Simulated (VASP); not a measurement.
# CsI (Pm-3m) in VASP: single point with PBE

Aim: the single point of CsI with PBE.

Program: VASP 6.6.1. These are calculated values, not measurements. Logs are shortened: lines on timing, memory, paths and dates and some standing lists are left out, and cuts for length are marked.

### Step 1. The cell of the first run

Symmetry: Pm-3m, No. 221, cubic system. Conventional cell: a = 4.570 Å, b = 4.570 Å, c = 4.570 Å, α = 90.00°, β = 90.00°, γ = 90.00°. Cs (site symmetry m-3m) has 8 I at 3.96 Å and 6 Cs at 4.57 Å within 5.2 Å. I (site symmetry m-3m) has 8 Cs at 3.96 Å and 6 I at 4.57 Å within 5.2 Å.

### Step 2. Single point, PBE

INCAR

```
PREC = Accurate
ENCUT = 500
EDIFF = 1E-6
ISMEAR = -1
SIGMA = 0.05
LREAL = False
LASPH = True
NELM = 120
ALGO = Normal
ISIF = 2
LWAVE = False
LCHARG = True
GGA = PE
LELF = True
LVHAR = True
NBANDS = 15
GGA_COMPAT = False
```

KPOINTS

```
Automatic mesh
0
Gamma
  4 4 4
```

POSCAR

```
CsI
1.0
    4.5700000000      0.0000000000      0.0000000000
    0.0000000000      4.5700000000      0.0000000000
    0.0000000000      0.0000000000      4.5700000000
Cs I
1 1
Direct
    0.0000000000      0.0000000000      0.0000000000
    0.5000000000      0.5000000000      0.5000000000
```

Potentials or basis: VASP PAW PBE potentials, release 64 (Cs_sv, I).

Started as:

```console
cat potpaw_PBE.64/Cs_sv/POTCAR potpaw_PBE.64/I/POTCAR > POTCAR
mpirun -np 1 vasp_std > vasp.out
```

OUTCAR:

```text
PREC = Accurate
   ENCUT = 500
   EDIFF = 1E-6
   ISMEAR = -1
   LREAL = False
   LASPH = True
   NELM = 120
   ISIF = 2
   GGA = PE

 ion  position               nearest neighbor table
   1  0.000  0.000  0.000-
   2  0.500  0.500  0.500-

  LATTYP: Found a simple cubic cell.
 ALAT       =     4.5700000000

  Lattice vectors:

 A1 = (   4.5700000000,   0.0000000000,   0.0000000000)
 A2 = (   0.0000000000,   4.5700000000,   0.0000000000)
 A3 = (   0.0000000000,   0.0000000000,   4.5700000000)

Analysis of symmetry for initial positions (statically):
=====================================================================
 Subroutine PRICEL returns:
 Original cell was already a primitive cell.

 Routine SETGRP: Setting up the symmetry group for a
 simple cubic supercell.

 Subroutine GETGRP returns: Found 48 space group operations
 (whereof 48 operations were pure point group operations)
 out of a pool of 48 trial point group operations.

The static configuration has the point symmetry O_h .

Analysis of symmetry for dynamics (positions and initial velocities):
=====================================================================
 Subroutine PRICEL returns:
 Original cell was already a primitive cell.

 Routine SETGRP: Setting up the symmetry group for a
 simple cubic supercell.

 Subroutine GETGRP returns: Found 48 space group operations
 (whereof 48 operations were pure point group operations)
 out of a pool of 48 trial point group operations.

The dynamic configuration has the point symmetry O_h .

 Subroutine INISYM returns: Found 48 space group operations
 (whereof 48 operations are pure point group operations),
 and found     1 'primitive' translations

----------------------------------------------------------------------------------------

                                     Primitive cell

  volume of cell :      95.4440

  direct lattice vectors                    reciprocal lattice vectors
     4.570000000  0.000000000  0.000000000     0.218818381  0.000000000  0.000000000
     0.000000000  4.570000000  0.000000000     0.000000000  0.218818381  0.000000000
     0.000000000  0.000000000  4.570000000     0.000000000  0.000000000  0.218818381

  length of vectors
     4.570000000  4.570000000  4.570000000     0.218818381  0.218818381  0.218818381

  position of ions in fractional coordinates (direct lattice)
     0.000000000  0.000000000  0.000000000
     0.500000000  0.500000000  0.500000000

  ion indices of the primitive-cell ions
   primitive index   ion index
                 1           1
                 2           2

----------------------------------------------------------------------------------------

 KPOINTS: Automatic mesh

Automatic generation of k-mesh.
 Grid dimensions read from file:
 generate k-points for:    4    4    4

 Generating k-lattice:

  Cartesian coordinates                     Fractional coordinates (reciprocal lattice)
     0.054704595  0.000000000  0.000000000     0.250000000  0.000000000  0.000000000
     0.000000000  0.054704595  0.000000000     0.000000000  0.250000000  0.000000000
     0.000000000  0.000000000  0.054704595     0.000000000  0.000000000  0.250000000

  Length of vectors
     0.054704595  0.054704595  0.054704595

  Shift w.r.t. Gamma in fractional coordinates (k-lattice)
     0.000000000  0.000000000  0.000000000

 Subroutine IBZKPT returns following result:
 ===========================================

 Found     10 irreducible k-points:

 Following reciprocal coordinates:
            Coordinates               Weight
  0.000000  0.000000  0.000000      1.000000
  0.250000  0.000000  0.000000      6.000000
  0.500000  0.000000  0.000000      3.000000
  0.250000  0.250000  0.000000     12.000000
  0.500000  0.250000  0.000000     12.000000
  0.500000  0.500000  0.000000      3.000000
  0.250000  0.250000  0.250000      8.000000
  0.500000  0.250000  0.250000     12.000000
  0.500000  0.500000  0.250000      6.000000
  0.500000  0.500000  0.500000      1.000000
   k-points           NKPTS =     10   k-points in BZ     NKDIM =     10   number of bands    NBANDS=     15
   number of dos      NEDOS =    301   number of ions     NIONS =      2
   total plane-waves  NPLWV =  46656
   dimension x,y,z NGX =    36 NGY =   36 NGZ =   36
   dimension x,y,z NGXF=    72 NGYF=   72 NGZF=   72
   ions per type =               1   1
   NGX,Y,Z   is equivalent  to a cutoff of  13.10, 13.10, 13.10 a.u.
   NGXF,Y,Z  is equivalent  to a cutoff of  26.19, 26.19, 26.19 a.u.
 SYSTEM =  unknown system
   PREC   = accura    normal or accurate (medium, high low for compatibility)
   ISTART =      0    job   : 0-new  1-cont  2-samecut
   ICHARG =      2    charge: 1-file 2-atom 10-const
   ISPIN  =      1    spin polarized calculation?
   LNONCOLLINEAR =      F non collinear calculations
   LSORBIT =      F    spin-orbit coupling
   LASPH  =      T    aspherical Exc in radial PAW
   ENCUT  =  500.0 eV  36.75 Ry    6.06 a.u.   8.33  8.33  8.33*2*pi/ulx,y,z
   NELM   =    120;   NELMIN=  2; NELMDL= -5     # of ELM steps
   EDIFF  = 0.1E-05   stopping-criterion for ELM
   LREAL  =      F    real-space projection
   EDIFFG = 0.1E-04   stopping-criterion for IOM
   NSW    =      0    number of steps for IOM
   IBRION =     -1    ionic relax: 0-MD 1-quasi-New 2-CG
   NFREE  =      0    steps in history (QN), initial steepest desc. (CG)
   ISIF   =      2    stress and relaxation
   ISYM   =      2    0-nonsym 1-usesym 2-fastsym
   POTIM  = 0.5000    time-step for ionic-motion
   TEBEG  =    0.0;   TEEND  =   0.0 temperature during run
   PSTRESS=    0.0 pullay stress
   NELECT =      16.0000    total number of electrons
   NUPDOWN=      -1.0000    fix difference up-down
   EMIN   =  10.00;   EMAX   =-10.00  energy-range for DOS
   EFERMI =   0.00;   METHOD = LEGACY
   ISMEAR =    -1;   SIGMA  =   0.05  broadening in eV -4-tet -1-fermi 0-gaus
   EFERMI_NEDOS =   21; number of points for ismear=-14 and -15
   IALGO  =     38    algorithm
   IMIX   =      4    mixing-type and parameters
     AMIX     =   0.40;   BMIX     =  1.00
     AMIX_MAG =   1.60;   BMIX_MAG =  1.00
  volume/ion in A,a.u.               =      47.72       322.04
  Fermi-wavevector in a.u.,A,eV,Ry     =   0.902676  1.705811 11.086356  0.814824
  Thomas-Fermi vector in A             =   2.025909
   LORBIT       =      0    0 simple, 1 ext, 2 COOP (PROOUT), +10 PAW based schemes
   GGA     = PE    functional components
   LHFCALC =     F    Hartree Fock is set to
   AEXX    =    0.0000 exact exchange contribution
   IVDW    =     0    specifies the selected vdW correction
   LEPSILON=     F    determine dielectric tensor
   LRPA    =     F    only Hartree local field effects (RPA)
 non-spin polarized calculation
  energy-cutoff  :      500.00
  volume of cell :       95.44
 maximum number of plane-waves:      2469
 NGX is ok and might be reduce to    36
   NGX = 17   NGY = 17   NGZ = 17

 number of electron      16.0000003 magnetization

 Free energy of the ion-electron system (eV)
  ---------------------------------------------------
  ext. energy  EPLUGINS =         0.00000000
  ---------------------------------------------------
  free energy    TOTEN  =        -5.42568530 eV

  energy without entropy =       -5.42568530  energy(sigma->0) =       -5.42568530

 E-fermi :   1.9568     XC(G=0):  -7.7583

 val. band max:        0.8032589796   @ k =   0.5000   0.5000   0.0000
 cond. band min:       4.6703535782   @ k =   0.0000   0.0000   0.0000
 fundamental gap:      3.8670945986
 Fermi energy:         1.9567689506

 k-point     1 :       0.0000    0.0000    0.0000
  band No.  band energies     occupation
      1     -19.5938      2.00000
      2      -9.8503      2.00000
      3      -6.2946      2.00000
      4      -6.2946      2.00000
      5      -6.2946      2.00000
      6       0.7140      2.00000
      7       0.7140      2.00000
      8       0.7140      2.00000
      9       4.6704      0.00000
     10       4.9850      0.00000
     11       4.9850      0.00000
     12       8.5565      0.00000
     13       8.5565      0.00000
     14       8.5565      0.00000
     15      10.9863      0.00000

 k-point     2 :       0.2500    0.0000    0.0000
  band No.  band energies     occupation
      1     -19.5816      2.00000
      2      -9.8555      2.00000
      3      -6.3697      2.00000
      4      -6.2634      2.00000
      5      -6.2634      2.00000
      6      -0.1343      2.00000
      7       0.6389      2.00000
      8       0.6389      2.00000
      9       5.3504      0.00000
     10       5.7857      0.00000
     11       6.2402      0.00000
     12       8.4604      0.00000
     13       8.4604      0.00000
     14       8.8234      0.00000
     15       9.0405      0.00000

 k-point     3 :       0.5000    0.0000    0.0000
  band No.  band energies     occupation
      1     -19.5693      2.00000
      2      -9.8641      2.00000
      3      -6.4288      2.00000
      4      -6.2316      2.00000
      5      -6.2316      2.00000
      6      -0.7531      2.00000
      7       0.5605      2.00000
      8       0.5605      2.00000
      9       5.9996      0.00000
     10       7.2795      0.00000
     11       7.5219      0.00000
     12       7.6198      0.00000
     13       8.6959      0.00000
     14       8.6959      0.00000
     15       9.1990      0.00000

 k-point     4 :       0.2500    0.2500    0.0000
  band No.  band energies     occupation
      1     -19.5700      2.00000
      2      -9.8156      2.00000
      3      -6.4796      2.00000
      4      -6.3364      2.00000
      5      -6.2380      2.00000
      6      -0.1455      2.00000
      7       0.2510      2.00000
      8       0.6591      2.00000
      9       5.8093      0.00000
     10       6.0347      0.00000
     11       6.8803      0.00000
     12       7.5493      0.00000
     13       8.4488      0.00000
     14       8.7481      0.00000
     15       9.4802      0.00000

 k-point     5 :       0.5000    0.2500    0.0000
  band No.  band energies     occupation
      1     -19.5584      2.00000
      2      -9.7767      2.00000
      3      -6.5367      2.00000
      4      -6.4534      2.00000
      5      -6.2122      2.00000
      6      -0.4109      2.00000
      7       0.2155      2.00000
      8       0.6764      2.00000
      9       5.7484      0.00000
     10       6.3229      0.00000
     11       7.5742      0.00000
     12       7.6247      0.00000
     13       7.7338      0.00000
     14       9.0214      0.00000
     15       9.8312      0.00000

 k-point     6 :       0.5000    0.5000    0.0000
  band No.  band energies     occupation
      1     -19.5473      2.00000
      2      -9.6817      2.00000
      3      -6.6556      2.00000
      4      -6.6556      2.00000
      5      -6.1925      2.00000
      6      -0.0560      2.00000
      7      -0.0560      2.00000
      8       0.8033      2.00000
      9       5.0449      0.00000
     10       5.7230      0.00000
     11       6.8994      0.00000
     12       6.8994      0.00000
     13      10.3286      0.00000
     14      10.4200      0.00000
     15      10.5251      0.00000

 k-point     7 :       0.2500    0.2500    0.2500
  band No.  band energies     occupation
      1     -19.5589      2.00000
      2      -9.7613      2.00000
      3      -6.4366      2.00000
      4      -6.4366      2.00000
      5      -6.3562      2.00000
      6       0.0771      2.00000
      7       0.1105      2.00000
      8       0.1105      2.00000
      9       6.7718      0.00000
     10       6.7718      0.00000
     11       6.9991      0.00000
     12       7.0902      0.00000
     13       7.8046      0.00000
     14       7.8046      0.00000
     15      11.1195      0.00000

 k-point     8 :       0.5000    0.2500    0.2500
  band No.  band energies     occupation
      1     -19.5477      2.00000
      2      -9.7057      2.00000
      3      -6.5653      2.00000
      4      -6.4359      2.00000
      5      -6.3923      2.00000
      6      -0.3311      2.00000
      7      -0.0315      2.00000
      8       0.3198      2.00000
      9       6.3075      0.00000
     10       6.6232      0.00000
     11       6.7616      0.00000
     12       8.1505      0.00000
     13       8.6519      0.00000
     14       8.7836      0.00000
     15      10.5558      0.00000

 k-point     9 :       0.5000    0.5000    0.2500
  band No.  band energies     occupation
      1     -19.5370      2.00000
      2      -9.6304      2.00000
      3      -6.6011      2.00000
      4      -6.6011      2.00000
      5      -6.3741      2.00000
      6      -0.2822      2.00000
      7      -0.2822      2.00000
      8       0.0585      2.00000
      9       6.1538      0.00000
     10       7.1797      0.00000
     11       7.2252      0.00000
     12       7.2252      0.00000
     13       9.8023      0.00000
     14       9.8023      0.00000
     15      10.5145      0.00000

 k-point    10 :       0.5000    0.5000    0.5000
  band No.  band energies     occupation
      1     -19.5266      2.00000
      2      -9.5773      2.00000
      3      -6.5443      2.00000
      4      -6.5443      2.00000
      5      -6.5443      2.00000
      6      -0.5006      2.00000
      7      -0.5006      2.00000
      8      -0.5006      2.00000
      9       7.9691      0.00000
     10       7.9691      0.00000
     11       7.9691      0.00000
     12       8.6510      0.00000
     13       8.6510      0.00000
     14       8.6510      0.00000
     15      10.5806      0.00000

------------------------ aborting loop because EDIFF is reached ----------------------------------------

  FORCE on cell =-STRESS in cart. coord.  units (eV):
  Direction    XX          YY          ZZ          XY          YZ          ZX
  --------------------------------------------------------------------------------------
  -------------------------------------------------------------------------------------
  Total        0.4625937      0.4625937      0.4625937      0.0000000      0.0000000      0.0000000
  in kB        7.7653610      7.7653610      7.7653610      0.0000000      0.0000000      0.0000000
  external PRESSURE =       7.7653610 kB  Pullay stress =       0.0000000 kB

 VOLUME and BASIS-vectors are now :
 -----------------------------------------------------------------------------
  energy-cutoff  :      500.00
  volume of cell :       95.44
      direct lattice vectors                 reciprocal lattice vectors
     4.570000000  0.000000000  0.000000000     0.218818381  0.000000000  0.000000000
     0.000000000  4.570000000  0.000000000     0.000000000  0.218818381  0.000000000
     0.000000000  0.000000000  4.570000000     0.000000000  0.000000000  0.218818381

 POSITION                                       TOTAL-FORCE (eV/Angst)
 -----------------------------------------------------------------------------------
      0.00000      0.00000      0.00000         0.000000      0.000000      0.000000
      2.28500      2.28500      2.28500         0.000000      0.000000      0.000000
 -----------------------------------------------------------------------------------
    total drift:                               -0.000000      0.000000      0.000000

  FREE ENERGIE OF THE ION-ELECTRON SYSTEM (eV)
  ---------------------------------------------------
  free  energy   TOTEN  =        -5.4256852982 eV

  energy  without entropy=       -5.4256852982  energy(sigma->0) =       -5.42568530
```

Wall time 24 s (1 thread of Intel Xeon 8259CL, shared host); peak memory 0.2 GiB.

What came out:

* Free energy: -5.4257 eV
* Pressure: 0.8 GPa
* Band gap on the k mesh: 3.87 eV, indirect (least direct gap 3.96 eV)

Levels at points of the mesh, in eV from the valence-band top:
```tsv
k point	band 5	band 6	band 7	band 8	band 9	band 10	band 11	band 12
(0.00, 0.00, 0.00)	-7.10	-0.09	-0.09	-0.09	3.87	4.18	4.18	7.75
(0.50, 0.00, 0.00)	-7.03	-1.56	-0.24	-0.24	5.20	6.48	6.72	6.82
(0.50, 0.50, 0.00)	-7.00	-0.86	-0.86	0.00	4.24	4.92	6.10	6.10
(0.50, 0.50, 0.50)	-7.35	-1.30	-1.30	-1.30	7.17	7.17	7.17	7.85
```

Caveat: spin-orbit coupling is left out, which moves the levels of the heavy elements. PBE gaps usually lie below the measured ones, often by a third to a half.
